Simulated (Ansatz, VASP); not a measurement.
## One calculation of Ca, two programs

```
Ca
1.0
    -2.18123    2.18123    2.18123
     2.18123   -2.18123    2.18123
     2.18123    2.18123   -2.18123
Ca
1
Direct
  0.00000 0.00000 0.00000
```

Alike in both runs: task single point; functional r2SCAN; k mesh 11 × 11 × 11; occupations fermi-dirac, width 0.1 eV; no spin polarisation.

|  | VASP | Ansatz |
| --- | --- | --- |
| version | VASP 6.6.1 | Ansatz 0.2.0 |
| potentials or method | VASP PAW PBE potentials, release 64 (Ca_sv), cutoff 520 eV | plane waves (500 eV) with PAW, scalar-relativistic |
| valence electrons in the cell | 10 | 10 |

|  | VASP | Ansatz | Ansatz less VASP |
| --- | --- | --- | --- |
| pressure (GPa) | 0.8 | 0.8 | -0.06 |

VASP's potentials were made for PBE, not for r2SCAN.
